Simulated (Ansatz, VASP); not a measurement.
**Te: VASP beside Ansatz**

```xyz
2
Lattice="2.2426 1.2948 3.7674 -2.2426 1.2948 3.7674 0.0000 -2.5896 3.7674" Properties=species:S:1:pos:R:3 pbc="T T T"
Te    0.0000    0.0000    2.8256
Te    0.0000    0.0000    8.4766
```

Alike in both runs: functional PBE; k mesh 6 × 6 × 6; occupations gaussian, width 0.1 eV; no spin polarisation.

Ansatz relaxed the structure, and its values are those at the end. VASP's run is a single point on that final structure, the one shown.

|  | VASP | Ansatz |
| --- | --- | --- |
| version | VASP 6.6.1 | Ansatz 0.2.0 |
| potentials or method | VASP PAW PBE potentials, release 64 (Te), cutoff 520 eV | scalar-relativistic, plane waves, PAW |
| valence electrons in the cell | 12 | 32 |

|  | VASP | Ansatz | Ansatz less VASP |
| --- | --- | --- | --- |
| gap on the k mesh at the Fermi level (eV) | none | none | - |
| pressure (GPa) | -0.1 | -0.1 | +0.04 |

A gap of «none» marks a metal or a gap that the smearing closes. With one functional, cell and mesh, what is left measures potentials, basis and numerics. VASP's potentials hold 12 valence electrons a cell and Ansatz's 32, so a difference there can come from the potentials and not from the codes.

Neither program's run includes spin-orbit coupling.
